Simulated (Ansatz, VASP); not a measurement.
**One calculation of Hf, two programs**

```
Hf
1.0
     3.19670    0.00000    0.00000
    -1.59835    2.76842    0.00000
     0.00000    0.00000    5.05780
Hf
2
Cartesian
  1.5984 0.9228 3.7934
  0.0000 1.8456 1.2645
```

Alike in both runs: task single point; functional B3LYP; k mesh 5 × 5 × 3; occupations fermi-dirac, width 0.05 eV; no spin polarisation.

```csv
,VASP,Ansatz
version,VASP 6.6.1,Ansatz 0.2.0
potentials or method,"VASP PAW PBE potentials, release 64 (Hf_pv)",Ansatz PAW
plane-wave cutoff (eV),520,420
valence electrons in the cell,20,52
```

Ansatz gave:

| Quantity | Value |
| --- | --- |
| gap on the k mesh at the Fermi level (eV) | none |
| pressure (GPa) | 2.5 |
| traceless stress, the component that is largest in VASP (GPa) | -2.98 |

**Question.** What did VASP give for the same quantities?

**Answer.** gap on the k mesh at the Fermi level (eV): none; pressure (GPa): 1.1; traceless stress, the component that is largest in VASP (GPa): -1.52.

VASP's potentials were made for PBE, not for B3LYP. A gap of «none» marks a metal or a gap that the smearing closes. VASP's potentials hold 20 valence electrons a cell and Ansatz's 52, so a difference there can come from the potentials and not from the codes.

The k mesh is coarse, so the values compare programs but aren't converged. Spin-orbit coupling is off throughout.
